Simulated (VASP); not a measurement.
Runs of VASP 6.6.1 on BaS. The structure is that of space group I4/mmm (No. 139), or close to it. The cells are those of the table. 

| cell | gap on the mesh (eV) | pressure (GPa) |
| --- | --- | --- |
| a = 4.435, b = 4.435, c = 4.697 Å, angles 58.0, 58.0, 64.0°, 2 atoms | 1.93 | 3.8 |
| a = 4.247, b = 4.247, c = 4.336 Å, angles 59.3, 59.3, 61.4°, 2 atoms | (a) | 13.7 |
| a = 4.340, b = 4.340, c = 4.517 Å, angles 58.6, 58.6, 62.7°, 2 atoms | 1.90 | 7.6 |
| a = 4.427, b = 4.427, c = 4.517 Å, angles 59.3, 59.3, 61.3°, 2 atoms | 2.24 | 3.9 |
| a = 4.531, b = 4.531, c = 4.155 Å, angles 62.7, 62.7, 54.6°, 2 atoms | 1.97 | 10.8 |
| a = 4.615, b = 4.615, c = 4.336 Å, angles 62.0, 62.0, 56.0°, 2 atoms | 2.31 | 3.3 |
| a = 4.340, b = 4.340, c = 4.155 Å, angles 61.4, 61.4, 57.2°, 2 atoms | 1.81 | 14.8 |
| a = 4.435, b = 4.435, c = 4.155 Å, angles 62.1, 62.1, 55.9°, 2 atoms | (b) | 12.4 |

Alike in all rows: task single point; level r2SCAN; potentials or basis VASP PAW PBE potentials, release 64 (Ba_sv, S); no spin polarisation; k mesh 6 × 6 × 6; cutoff (eV) 520; smearing gaussian 0.05 eV.

**Question.** Fill in the values left out.

**Answer.** (a) 1.83; (b) 1.89.

Caveats: the cell stands under pressure; the PAW data sets were made with another functional, which shifts forces and pressure a little; spin-orbit coupling is left out, which moves the levels of the heavy elements.

A k mesh can miss the band edges, and the runs leave out spin-orbit coupling on Ba.
